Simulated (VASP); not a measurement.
Here is a VASP 6.6.1 calculation.

INCAR

```
ALGO = Normal ; EDIFF = 1E-8
ENCUT = 600 ; GGA = PE
IBRION = 6 ; ISIF = 3
ISMEAR = -1 ; LASPH = True
LCHARG = True ; LREAL = False
LWAVE = False ; NELM = 80
NFREE = 2 ; NSW = 1
POTIM = 0.015 ; PREC = Accurate
SIGMA = 0.05
```

Contents of KPOINTS:

```
k-points
0
Gamma
  8 8 8
```

POSCAR

```
Ti
1.0
   -1.6410000000      1.6410000000      1.6410000000
    1.6410000000     -1.6410000000      1.6410000000
    1.6410000000      1.6410000000     -1.6410000000
Ti
1
Direct
    0.0000000000      0.0000000000      0.0000000000
```

Potentials or basis: VASP PAW PBE potentials, release 64 (Ti_sv).

Run with:

```bash
$ cat potpaw_PBE.64/Ti_sv/POTCAR > POTCAR
$ mpirun -np 1 vasp_std > vasp.out
```

(1) What does it give for the elastic constants C11, C12, C44?

(2) Estimate the Voigt bulk modulus.

Answers

(1) 85, 109, 53 GPa.

(2) 101 GPa.

Caveat: the cell is under stress, which shifts elastic constants; the elastic tensor has a negative eigenvalue, so either the cell is unstable as it stands or the mesh is too thin.
